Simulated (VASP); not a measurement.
Set up this calculation in VASP 6.6.1, as the native input.

| Property | Result |
| --- | --- |
| Task | single point |
| Functional | LDA |
| Potentials or basis | VASP PAW LDA potentials, release 64 (Mg, O) |
| Cutoff | 520 eV |
| k mesh | 6 × 6 × 4 |
| Occupations | gaussian, width 0.01 eV |
| Spin | no spin polarisation |
| Dipole correction | no |
| Further INCAR settings | ALGO = Normal; EDIFF = 1e-06; NBANDS = 16 |

The structure of MgO lies in POSCAR:

```
MgO
1.0
    3.3077900000      0.0000000000      0.0000000000
   -1.6538900000      2.8646300000      0.0000000000
    0.0000000000      0.0000000000      4.9828800000
Mg O
2 2
Direct
    0.3333333333      0.6666666667      0.0021600000
    0.6666666667      0.3333333333      0.5021600000
    0.3333333333      0.6666666667      0.4024400000
    0.6666666667      0.3333333333      0.9024400000
```

These files were run (other wordings do the same):

INCAR

```
PREC     = Accurate       # precision mode
ENCUT    = 520            # plane-wave cutoff, eV
EDIFF    = 1E-6           # SCF threshold, eV
ISMEAR   = 0              # smearing method
SIGMA    = 0.01           # smearing width, eV
LREAL    = F              # projectors in reciprocal space
LASPH    = T              # aspherical terms in the spheres
NELM     = 80             # most SCF steps
ALGO     = Normal         # electronic algorithm
ISIF     = 2              # what is computed and relaxed
LWAVE    = F              # write WAVECAR
LCHARG   = T              # write CHGCAR
GGA      = CA             # functional
LELF     = T              # ELF
LVHAR    = T            
NBANDS   = 16             # bands
```

KPOINTS

```
regular mesh
0
Gamma
  6 6 4
```

Potentials or basis: VASP PAW LDA potentials, release 64 (Mg, O).

Launch:

```sh
$ cat potpaw_LDA.64/Mg/POTCAR potpaw_LDA.64/O/POTCAR > POTCAR
$ mpirun -np 1 vasp_std > vasp.out
```

Results of the run:

The pressure is -5.4 GPa. The largest force is 0.048 eV/Å. The band gap on the k mesh is 3.36 eV, direct.

Wall time 6.5 s on 1 thread of Intel(R) Xeon(R) 6975P-C (Granite Rapids) (shared host), peak memory 0.15 GiB.
